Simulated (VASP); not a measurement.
Here is a VASP 6.6.1 calculation.

The input INCAR:

```
ALGO     = Normal         # electronic algorithm
EDIFF    = 1E-7           # SCF threshold, eV
ENCUT    = 520            # plane-wave cutoff, eV
GGA      = PE             # functional
ISIF     = 2              # what is computed and relaxed
ISMEAR   = -1             # smearing method
IVDW     = 12             # dispersion correction
LASPH    = True           # aspherical terms in the spheres
LCHARG   = False          # write CHGCAR
LREAL    = False          # projectors in reciprocal space
LWAVE    = False          # write WAVECAR
NBANDS   = 20             # bands
NELM     = 60             # most SCF steps
PREC     = Accurate       # precision mode
SIGMA    = 0.05           # smearing width, eV
```

KPOINTS

```
k-points
0
Gamma
  9 9 4
```

Contents of POSCAR:

```
MoS2
1.0
    3.1735000330      0.0000000000      0.0000000000
   -1.5867500165      2.7483316475      0.0000000000
    0.0000000000      0.0000000000      5.8108348271
Mo S
1 2
Direct
    0.0000000000      0.0000000000      0.5000000000
    0.6666666667      0.3333333333      0.7708752608
    0.3333333333      0.6666666667      0.2291247392
```

Potentials or basis: VASP PAW PBE potentials, release 64 (Mo_sv, S).

Run with:

```sh
$ cat potpaw_PBE.64/Mo_sv/POTCAR potpaw_PBE.64/S/POTCAR > POTCAR
$ mpirun -np 1 vasp_std > vasp.out
```

(1) Predict the pressure.

(2) What does it give for the dispersion energy per atom?

## Answers

(1) -0.1 GPa.

(2) -0.450 eV.

Caveat: pairwise dispersion overbinds metals, which lowers pressure and volume.
